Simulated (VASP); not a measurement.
# GdN (P1) in VASP: single point with PBE

Aim: the single point of GdN with PBE.

Program: VASP 6.6.1. These are calculated values, not measurements. Logs are shortened: lines on timing, memory, paths and dates and some standing lists are left out, and cuts for length are marked.

## 1. The cell of the first run

The typed cell holds 2 atoms: a = 3.351 Å, b = 3.536 Å, c = 3.586 Å, α = 60.51°, β = 60.29°, γ = 60.27°.

## 2. Single point, PBE

File INCAR:

```
ALGO     = All            # electronic algorithm
EDIFF    = 1E-6           # SCF threshold, eV
ENCUT    = 800            # plane-wave cutoff, eV
GGA      = PE             # functional
GGA_COMPAT= F            
ISEARCH  = 1            
ISIF     = 2              # what is computed and relaxed
ISMEAR   = -1             # smearing method
KPAR     = 4            
LASPH    = T              # aspherical terms in the spheres
LCHARG   = F              # write CHGCAR
LMAXMIX  = 6              # l up to which the mixer works
LREAL    = F              # projectors in reciprocal space
LWAVE    = F              # write WAVECAR
NBANDS   = 18             # bands
NELM     = 300            # most SCF steps
PREC     = Accurate       # precision mode
SIGMA    = 0.1            # smearing width, eV
```

File KPOINTS:

```
Automatic mesh
0
Gamma
  7 6 6
  0.5 0.5 0
```

File POSCAR:

```
GdN
1.0
    0.0615430000      2.3769860000      2.3608500000
    2.5370750000     -0.0398290000      2.4622210000
    2.5642640000      2.5055470000     -0.0670180000
Gd N
1 1
Direct
    0.0035240000      0.9368870000      0.0523470000
    0.4121170000      0.5475000000      0.4694100000
```

Potentials or basis: VASP PAW PBE potentials, release 64 (Gd, N).

Command:

```console
$ cat potpaw_PBE.64/Gd/POTCAR potpaw_PBE.64/N/POTCAR > POTCAR
$ mpirun -np 4 vasp_std > vasp.out
```

OUTCAR:

```text
EDIFF = 1E-6
   ENCUT = 800
   GGA = PE
   ISIF = 2
   ISMEAR = -1
   LASPH = T
   LREAL = F
   NELM = 300
   PREC = Accurate

 ion  position               nearest neighbor table
   1  0.004  0.937  0.052-   2 2.03   2 2.41   2 2.50   2 2.56   2 2.61
   2  0.412  0.547  0.469-   1 2.03   1 2.41   1 2.50   1 2.56   1 2.61

  Warning from LATTYP: Got some problem with cell dimensions!
  Tried to take original basis but could not verify dimensions!
  LATTYP: Found a triclinic cell.
 ALAT       =     6.1744063275
 B/A-ratio  =     0.5811758469
 C/A-ratio  =     1.3346603984
 COS(alpha) =     0.0038656325
 COS(beta)  =     0.4559592020
 COS(gamma) =     0.8761677891

  Lattice vectors:

 A1 = (  -2.5299100000,  -2.6739370000,   4.9571070000)
 A2 = (  -0.0271890000,  -2.5453760000,   2.5292390000)
 A3 = (  -4.9167100000,   4.6652400000,   4.6873470000)

Analysis of symmetry for initial positions (statically):
=====================================================================
 Subroutine PRICEL returns:
 Original cell was already a primitive cell.

 Routine SETGRP: Setting up the symmetry group for a
 triclinic supercell.

 Subroutine GETGRP returns: Found  1 space group operations
 (whereof  1 operations were pure point group operations)
 out of a pool of  2 trial point group operations.

The static configuration has the point symmetry C_1 .

Analysis of symmetry for dynamics (positions and initial velocities):
=====================================================================
 Subroutine PRICEL returns:
 Original cell was already a primitive cell.

 Routine SETGRP: Setting up the symmetry group for a
 triclinic supercell.

 Subroutine GETGRP returns: Found  1 space group operations
 (whereof  1 operations were pure point group operations)
 out of a pool of  2 trial point group operations.

The dynamic configuration has the point symmetry C_1 .

 Subroutine INISYM returns: Found  1 space group operations
 (whereof  1 operations are pure point group operations),
 and found     1 'primitive' translations

----------------------------------------------------------------------------------------

                                     Primitive cell

  volume of cell :      30.2809

  direct lattice vectors                    reciprocal lattice vectors
     0.061543000  2.376986000  2.360850000    -0.203644544  0.214122209  0.213299194
     2.537075000 -0.039829000  2.462221000     0.200605675 -0.200058983  0.196196932
     2.564264000  2.505547000 -0.067018000     0.196384324  0.192798761 -0.199235884

  length of vectors
     3.350740621  3.535656680  3.585764499     0.364439250  0.344614959  0.339754474

  position of ions in fractional coordinates (direct lattice)
     0.003524000  0.936887000  0.052347000
     0.412117000  0.547500000  0.469410000

  ion indices of the primitive-cell ions
   primitive index   ion index
                 1           1
                 2           2

----------------------------------------------------------------------------------------

 KPOINTS: Automatic mesh

Automatic generation of k-mesh.
 Grid dimensions read from file:
 generate k-points for:    7    6    6

 Generating k-lattice:

  Cartesian coordinates                     Fractional coordinates (reciprocal lattice)
    -0.029092078  0.030588887  0.030471313     0.142857143  0.000000000 -0.000000000
     0.033434279 -0.033343164  0.032699489     0.000000000  0.166666667 -0.000000000
     0.032730721  0.032133127 -0.033205981     0.000000000  0.000000000  0.166666667

  Length of vectors
     0.052062750  0.057435827  0.056625746

  Shift w.r.t. Gamma in fractional coordinates (k-lattice)
     0.500000000  0.500000000  0.000000000

 Subroutine IBZKPT returns following result:
 ===========================================

 Found    126 irreducible k-points:

 Following reciprocal coordinates:
            Coordinates               Weight
  0.071429  0.083333 -0.000000      2.000000
  0.214286  0.083333  0.000000      2.000000
  0.357143  0.083333  0.000000      2.000000
  0.500000  0.083333  0.000000      2.000000
 -0.357143  0.083333 -0.000000      2.000000
 -0.214286  0.083333 -0.000000      2.000000
[... 16 lines left out ...]
  0.214286  0.083333  0.166667      2.000000
  0.357143  0.083333  0.166667      2.000000
 [... further k-points ...]
   k-points           NKPTS =    126   k-points in BZ     NKDIM =    126   number of bands    NBANDS=     18
   number of dos      NEDOS =    301   number of ions     NIONS =      2
   total plane-waves  NPLWV =  41472
   dimension x,y,z NGX =    32 NGY =   36 NGZ =   36
   dimension x,y,z NGXF=    64 NGYF=   72 NGZF=   72
   ions per type =               1   1
   NGX,Y,Z   is equivalent  to a cutoff of  15.88, 16.93, 16.69 a.u.
   NGXF,Y,Z  is equivalent  to a cutoff of  31.75, 33.85, 33.38 a.u.
 SYSTEM =  unknown system
   PREC   = accura    normal or accurate (medium, high low for compatibility)
   ISTART =      0    job   : 0-new  1-cont  2-samecut
   ICHARG =      2    charge: 1-file 2-atom 10-const
   ISPIN  =      1    spin polarized calculation?
   LNONCOLLINEAR =      F non collinear calculations
   LSORBIT =      F    spin-orbit coupling
   LASPH  =      T    aspherical Exc in radial PAW
   ENCUT  =  800.0 eV  58.80 Ry    7.67 a.u.   7.73  8.15  8.27*2*pi/ulx,y,z
   NELM   =    300;   NELMIN=  2; NELMDL= -5     # of ELM steps
   EDIFF  = 0.1E-05   stopping-criterion for ELM
   LREAL  =      F    real-space projection
   EDIFFG = 0.1E-04   stopping-criterion for IOM
   NSW    =      0    number of steps for IOM
   IBRION =     -1    ionic relax: 0-MD 1-quasi-New 2-CG
   NFREE  =      0    steps in history (QN), initial steepest desc. (CG)
   ISIF   =      2    stress and relaxation
   ISYM   =      2    0-nonsym 1-usesym 2-fastsym
   POTIM  = 0.5000    time-step for ionic-motion
   TEBEG  =    0.0;   TEEND  =   0.0 temperature during run
   PSTRESS=    0.0 pullay stress
   NELECT =      23.0000    total number of electrons
   NUPDOWN=      -1.0000    fix difference up-down
   EMIN   =  10.00;   EMAX   =-10.00  energy-range for DOS
   EFERMI =   0.00;   METHOD = LEGACY
   ISMEAR =    -1;   SIGMA  =   0.10  broadening in eV -4-tet -1-fermi 0-gaus
   EFERMI_NEDOS =   21; number of points for ismear=-14 and -15
   IALGO  =     58    algorithm
   IMIX   =      4    mixing-type and parameters
     AMIX     =   0.40;   BMIX     =  1.00
     AMIX_MAG =   1.60;   BMIX_MAG =  1.00
  volume/ion in A,a.u.               =      15.14       102.17
  Fermi-wavevector in a.u.,A,eV,Ry     =   1.493692  2.822669 30.356188  2.231117
  Thomas-Fermi vector in A             =   2.606060
   LORBIT       =      0    0 simple, 1 ext, 2 COOP (PROOUT), +10 PAW based schemes
   GGA     = PE    functional components
   LHFCALC =     F    Hartree Fock is set to
   AEXX    =    0.0000 exact exchange contribution
   IVDW    =     0    specifies the selected vdW correction
   LEPSILON=     F    determine dielectric tensor
   LRPA    =     F    only Hartree local field effects (RPA)
 non-spin polarized calculation
  energy-cutoff  :      800.00
  volume of cell :       30.28
 maximum number of plane-waves:      1570
   NGX = 15   NGY = 17   NGZ = 17

 number of electron      23.0000000 magnetization

 Free energy of the ion-electron system (eV)
  ---------------------------------------------------
  ext. energy  EPLUGINS =         0.00000000
  ---------------------------------------------------
  free energy    TOTEN  =       -15.44570852 eV

  energy without entropy =      -14.74223323  energy(sigma->0) =      -15.09397087

 E-fermi :   3.9920     XC(G=0): -11.6724

 val. band max:        3.9919594730   @ k =   0.3571   0.2500   0.1667
 cond. band min:       3.9927234483   @ k =   0.5000  -0.4167   0.1667
 fundamental gap:      0.0007639753
 Fermi energy:         3.9920089960

 k-point     1 :       0.0714    0.0833   -0.0000
  band No.  band energies     occupation
      1     -37.6540      2.00000
      2     -15.5823      2.00000
      3     -15.1234      2.00000
      4     -15.0616      2.00000
      5      -9.0560      2.00000
      6       1.4496      2.00000
[... 10 lines left out ...]
     17       7.4309      0.00000
     18       8.6629      0.00000

 k-point     2 :       0.2143    0.0833    0.0000
  band No.  band energies     occupation
      1     -37.6094      2.00000
      2     -15.9014      2.00000
      3     -15.3653      2.00000
      4     -15.1225      2.00000
      5      -8.5375      2.00000
      6       0.8535      2.00000
[... 10 lines left out ...]
     17       8.3247      0.00000
     18       8.5473      0.00000

 k-point     3 :       0.3571    0.0833    0.0000
  band No.  band energies     occupation
      1     -37.5429      2.00000
      2     -16.5198      2.00000
      3     -15.4494      2.00000
      4     -15.2128      2.00000
      5      -7.9205      2.00000
      6       0.1987      2.00000
[... 10 lines left out ...]
     17       9.5010      0.00000
     18      10.6087      0.00000

 k-point     4 :       0.5000    0.0833    0.0000
  band No.  band energies     occupation
      1     -37.5046      2.00000
      2     -16.8479      2.00000
      3     -15.4543      2.00000
      4     -15.2898      2.00000
      5      -7.6179      2.00000
      6      -0.1924      2.00000
[... 375 lines left out ...]
      4     -15.0841      2.00000
      5      -8.8611      2.00000
      6       1.3221      2.00000
[... 10 lines left out ...]
     17       7.7488      0.00000
     18       8.6467      0.00000

 k-point    23 :       0.2143    0.0833    0.1667
  band No.  band energies     occupation
      1     -37.6161      2.00000
      2     -15.9955      2.00000
      3     -15.1905      2.00000
      4     -15.1370      2.00000
      5      -8.5357      2.00000
      6       0.8972      2.00000
[... 10 lines left out ...]
     17       8.1967      0.00000
     18       9.3984      0.00000

 k-point    24 :       0.3571    0.0833    0.1667
  band No.  band energies     occupation
      1     -37.5550      2.00000
      2     -16.4870      2.00000
      3     -15.3128      2.00000
      4     -15.2571      2.00000
      5      -8.0146      2.00000
      6       0.3682      2.00000
[... 10 lines left out ...]
     17       9.2593      0.00000
     18      10.1960      0.00000

 [... further k-points ...]

------------------------ aborting loop because EDIFF is reached ----------------------------------------

  FORCE on cell =-STRESS in cart. coord.  units (eV):
  Direction    XX          YY          ZZ          XY          YZ          ZX
  --------------------------------------------------------------------------------------
  -------------------------------------------------------------------------------------
  Total       -0.8531193      3.6620447     -0.0024234     -0.2209380      0.8713856     -0.1411877
  in kB      -45.1389551    193.7605520     -0.1282257    -11.6899370     46.1054311     -7.4703096
  external PRESSURE =      49.4977904 kB  Pullay stress =       0.0000000 kB

 VOLUME and BASIS-vectors are now :
 -----------------------------------------------------------------------------
  energy-cutoff  :      800.00
  volume of cell :       30.28
      direct lattice vectors                 reciprocal lattice vectors
     0.061543000  2.376986000  2.360850000    -0.203644544  0.214122209  0.213299194
     2.537075000 -0.039829000  2.462221000     0.200605675 -0.200058983  0.196196932
     2.564264000  2.505547000 -0.067018000     0.196384324  0.192798761 -0.199235884

 POSITION                                       TOTAL-FORCE (eV/Angst)
 -----------------------------------------------------------------------------------
      2.51140      0.10222      2.31163         0.002954     -2.339700      0.174921
      2.61810      2.13392      2.28955        -0.002954      2.339700     -0.174921
 -----------------------------------------------------------------------------------
    total drift:                               -0.000012      0.001622     -0.000355

  FREE ENERGIE OF THE ION-ELECTRON SYSTEM (eV)
  ---------------------------------------------------
  free  energy   TOTEN  =       -15.4457085182 eV

  energy  without entropy=      -14.7421949729  energy(sigma->0) =      -15.09395175
```

It took 1.8 min on 4 MPI ranks of Intel Xeon 6975P-C (Granite Rapids), shared host; peak memory 0.42 GiB.

Results:

* Free energy: -15.4457 eV
* Pressure: 4.9 GPa
* Largest force: 2.346 eV/Å
* Band gap on the k mesh: zero (an odd number of electrons rules out a gap without spin polarisation)

Forces in eV/Å, atoms in the order of the input:
```
Gd   0.003 -2.340  0.175
N   -0.003  2.340 -0.175
```

Caveat: the k points lie up to 0.36 Å⁻¹ apart, too coarse for converged energies and pressures of a metal; spin-orbit coupling is left out, which moves the levels of the heavy elements; an odd number of electrons without spin polarisation forces a metal; a magnetic or distorted state may lie lower; the run has no spin polarisation, though such a crystal can be magnetic; semilocal functionals describe open f shells poorly, which spoils levels, moments and volumes. With open d or f shells a metallic result of PBE can be an artefact of self-interaction; +U or a hybrid may open a gap.
